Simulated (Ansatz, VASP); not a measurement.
## NaF: VASP beside Ansatz

INCAR

```
SYSTEM = NaF
PREC = Accurate ; ENCUT = 520
EDIFF = 1E-6 ; ISMEAR = 0
SIGMA = 0.05 ; LREAL = .False.
LASPH = .True. ; NELM = 60
ALGO = Normal ; ISIF = 2
LWAVE = .False. ; LCHARG = .True.
GGA = PE ; LELF = .True.
LVHAR = .True. ; NBANDS = 14
```

File KPOINTS:

```
Automatic mesh
0
Gamma
  8 8 8
  0 0 0
```

POSCAR

```
NaF
1.0
    0.0000000000      2.4394650000      2.2071350000
    2.4394650000      0.0000000000      2.2071350000
    2.4394650000      2.4394650000      0.0000000000
Na F
1 1
Direct
    0.0000000000      0.0000000000      0.0000000000
    0.5000000000      0.5000000000      0.5000000000
```

Input for Ansatz:

```yaml
crystal:
  lattice:
    - [0.0, 2.439465, 2.207135]
    - [2.439465, 0.0, 2.207135]
    - [2.439465, 2.439465, 0.0]
  atoms:
    - { symbol: Na, position: [0.0, 0.0, 0.0] }
    - { symbol: F, position: [0.5, 0.5, 0.5] }
basis:
  ecutwfc: 420
kpoints:
  mp_grid: { grid: [8, 8, 8] }
hamiltonian:
  xc: pbe
scf:
  occupations: { method: gaussian, width: 0.05 }
output:
  forces: true
  stress: true
  eigenvalues: true
```

Change from the starting cell: strain +0.050 along x and y, -0.050 along z, atoms carried along.

Alike in both runs: task single point; functional PBE; k mesh 8 × 8 × 8; occupations gaussian, width 0.05 eV; no spin polarisation.

|  | VASP | Ansatz |
| --- | --- | --- |
| version | VASP 6.6.1 | Ansatz 0.2.0 |
| potentials or method | VASP PAW PBE potentials, release 64 (Na_pv, F), cutoff 520 eV | scalar-relativistic, plane waves, PAW |
| valence electrons in the cell | 14 | 16 |

|  | VASP | Ansatz | Ansatz less VASP |
| --- | --- | --- | --- |
| gap on the k mesh at the Fermi level (eV) | 6.00 | 6.01 | +0.015 |
| least direct gap on the mesh (eV) | 6.00 | 6.01 | +0.015 |
| pressure (GPa) | 0.5 | 0.7 | +0.12 |
| traceless stress, the component that is largest in VASP (GPa) | 5.57 | 5.38 | -0.186 |

VASP's potentials hold 14 valence electrons a cell and Ansatz's 16, so a difference there can come from the potentials and not from the codes.
